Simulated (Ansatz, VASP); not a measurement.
# One calculation of NaF, two programs

```xyz
2
Lattice="0.0000 2.3200 2.3200 2.3200 0.0000 2.3200 2.3200 2.3200 0.0000" Properties=species:S:1:pos:R:3 pbc="T T T"
Na    0.0000    0.0000    0.0000
F     2.3200    2.3200    2.3200
```

Alike in both runs: task single point; functional PBEsol; k mesh 8 × 8 × 8; occupations fermi-dirac, width 0.05 eV; no spin polarisation.

```csv
,VASP,Ansatz
version,VASP 6.6.1,Ansatz 0.2.0
potentials or method,"VASP PAW PBE potentials, release 64 (Na_pv, F), cutoff 520 eV",all-electron PAW datasets made for the crystal
```

```tsv
	VASP	Ansatz	Ansatz less VASP
gap on the k mesh at the Fermi level (eV)	6.14	6.15	+0.011
least direct gap on the mesh (eV)	6.14	6.15	+0.011
pressure (GPa)	-0.4	-0.3	+0.10
```

VASP's potentials were made for PBE, not for PBEsol. Ansatz ran all-electron here, and VASP with PAW potentials.
